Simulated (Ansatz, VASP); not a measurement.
## MnO: VASP beside Ansatz

```
Mn O
1.0
     0.00000    2.22300    2.22300
     2.22300    0.00000    2.22300
     2.22300    2.22300    0.00000
Mn O
1 1
Direct
  0.00000 0.00000 0.00000
  0.50000 0.50000 0.50000
```

Alike in both runs: task single point; functional PBE; k mesh 13 × 13 × 13; occupations fermi-dirac, width 0.15 eV; collinear spin; Hubbard terms Mn d U = 3.0 eV.

```csv
,VASP,Ansatz
version,VASP 6.6.1,Ansatz 0.2.0
potentials or method,"VASP PAW PBE potentials, release 64 (Mn_pv, O), cutoff 520 eV","plane waves, PAW"
valence electrons in the cell,19,21
```

VASP gave:

```
gap on the k mesh at the Fermi level (eV)                     : none
net moment per atom (μB)                                      : 2.50
size of the moment on the site where the two differ most (μB) : 4.59
```

**Question.** What did Ansatz give for the same quantities?

**Answer.** gap on the k mesh at the Fermi level (eV): none; net moment per atom (μB): 2.50; size of the moment on the site where the two differ most (μB): 4.26.

Site moments also hang on the region over which each program counts them. The programs project onto different local orbitals, so the same U acts differently, and such runs can settle in different states. A gap of «none» marks a metal or a gap that the smearing closes. VASP's potentials hold 19 valence electrons a cell and Ansatz's 21, so a difference there can come from the potentials and not from the codes. Ansatz's warnings: filled band counts differ across k points.
